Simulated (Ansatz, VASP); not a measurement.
**ZnW: VASP beside Ansatz**

```
Zn W
1.0
     0.00000    3.18611    3.18611
     3.18611    0.00000    3.18611
     3.18611    3.18611    0.00000
Zn W
2 2
Direct
  0.50000 0.50000 0.50000
  0.75000 0.75000 0.75000
  0.00000 0.00000 0.00000
  0.25000 0.25000 0.25000
```

Alike in both runs: task single point; functional PBE; k mesh 6 × 6 × 6; occupations gaussian, width 0.1 eV; no spin polarisation.

|  | VASP | Ansatz |
| --- | --- | --- |
| version | VASP 6.6.1 | Ansatz 0.2.0 |
| potentials or method | VASP PAW PBE potentials, release 64 (Zn, W_sv), cutoff 520 eV | scalar-relativistic, plane waves, PAW |
| valence electrons in the cell | 52 | 52 |

```tsv
	VASP	Ansatz	Ansatz less VASP
gap on the k mesh at the Fermi level (eV)	none	none	-
pressure (GPa)	-8.3	-8.7	-0.39
```

A gap of «none» marks a metal or a gap that the smearing closes.

Neither program's run includes spin-orbit coupling.
